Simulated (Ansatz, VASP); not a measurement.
One calculation of AlN, two programs

Contents of INCAR:

```
PREC     = Accurate       # precision mode
ENCUT    = 520            # plane-wave cutoff, eV
EDIFF    = 1E-6           # SCF threshold, eV
ISMEAR   = 0              # smearing method
SIGMA    = 0.05           # smearing width, eV
LREAL    = F              # projectors in reciprocal space
LASPH    = T              # aspherical terms in the spheres
NELM     = 80             # most SCF steps
ALGO     = Normal         # electronic algorithm
ISIF     = 2              # what is computed and relaxed
LWAVE    = F              # write WAVECAR
LCHARG   = T              # write CHGCAR
GGA      = PS             # functional
LELF     = T              # ELF
LVHAR    = T            
NBANDS   = 26             # bands
```

KPOINTS

```
Automatic mesh
0
Gamma
  6 6 6
```

File POSCAR:

```
AlN
1.0
    4.3771405283      0.0000000000      0.0000000000
    0.0000000000     -4.3771405283      0.0000000000
    0.0000000000      0.0000000000     -4.3771405283
Al N
4 4
Direct
   -0.0407094330     -0.0287859161     -0.0407094330
    0.5000000000      0.5000000000      0.0000000000
    0.5000000000      0.0000000000      0.5000000000
    0.0000000000      0.5000000000      0.5000000000
    0.7500000000      0.7500000000      0.7500000000
    0.2500000000      0.2500000000      0.7500000000
    0.2500000000      0.7500000000      0.2500000000
    0.7500000000      0.2500000000      0.2500000000
```

Input for Ansatz:

```yaml
crystal:
  lattice:
    - [4.3771405283, 0.0, 0.0]
    - [0.0, -4.3771405283, 0.0]
    - [0.0, 0.0, -4.3771405283]
  atoms:
    - { symbol: Al, position: [-0.040709433, -0.0287859161, -0.040709433] }
    - { symbol: Al, position: [0.5, 0.5, 0.0] }
    - { symbol: Al, position: [0.5, 0.0, 0.5] }
    - { symbol: Al, position: [0.0, 0.5, 0.5] }
    - { symbol: "N", position: [0.75, 0.75, 0.75] }
    - { symbol: "N", position: [0.25, 0.25, 0.75] }
    - { symbol: "N", position: [0.25, 0.75, 0.25] }
    - { symbol: "N", position: [0.75, 0.25, 0.25] }
basis:
  ecutwfc: 420
kpoints:
  mp_grid: { grid: [6, 6, 6] }
hamiltonian:
  xc: pbesol
  pseudopotentials: { kind: paw, azcp: { folder: soft_1 } }
scf:
  occupations: { method: gaussian, width: 0.05 }
output:
  forces: true
  stress: true
  eigenvalues: true
  write_density: true
  write_potential: true
  elf: true
  volumetric_format: npy
```

Alike in both runs: task single point; functional PBEsol; k mesh 6 × 6 × 6; occupations gaussian, width 0.05 eV; no spin polarisation.

```csv
,VASP,Ansatz
version,VASP 6.6.1,Ansatz 0.2.0
potentials or method,"VASP PAW PBE potentials, release 64 (Al, N), cutoff 520 eV","scalar-relativistic, plane waves, PAW"
valence electrons in the cell,32,32
```

Ansatz gave:

```
gap on the k mesh at the Fermi level (eV)                     : 2.50
least direct gap on the mesh (eV)                             : 2.50
pressure (GPa)                                                : 3.9
traceless stress, the component that is largest in VASP (GPa) : -6.02
rms of the force components (eV/Å)                            : 2.335
```

Task: What did VASP give for the same quantities?

Result: gap on the k mesh at the Fermi level (eV): 2.49; least direct gap on the mesh (eV): 2.49; pressure (GPa): 4.0; traceless stress, the component that is largest in VASP (GPa): -6.11; rms of the force components (eV/Å): 2.354.

VASP's potentials were made for PBE, not for PBEsol, and Ansatz warns of the same on its side. Atom by atom the forces differ by 0.021 eV/Å (rms over components).
